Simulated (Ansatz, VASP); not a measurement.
TePb in VASP and in Ansatz

```
Te Pb
1.0
     0.00000    3.22700    3.19473
     3.22700    0.00000    3.19473
     3.22700    3.22700    0.00000
Te Pb
1 1
Direct
  0.50000 0.50000 0.50000
  0.00000 0.00000 0.00000
```

Change from the starting cell: zz strain of -1 %.

Alike in both runs: task single point; functional PBEsol; k mesh 10 × 10 × 10; occupations fermi-dirac, width 0.03 eV; no spin polarisation.

```csv
,VASP,Ansatz
version,VASP 6.6.1,Ansatz 0.2.0
potentials or method,"VASP PAW PBE potentials, release 64 (Te, Pb_d), cutoff 520 eV","all-electron LAPW, scalar-relativistic"
```

|  | VASP | Ansatz | Ansatz less VASP |
| --- | --- | --- | --- |
| pressure (GPa) | 0.2 | 0.2 | +0.03 |
| traceless stress, the component that is largest in VASP (GPa) | 0.85 | 0.85 | -0.002 |

VASP's potentials were made for PBE, not for PBEsol. Ansatz ran all-electron here, and VASP with PAW potentials.

Neither program's run includes spin-orbit coupling.
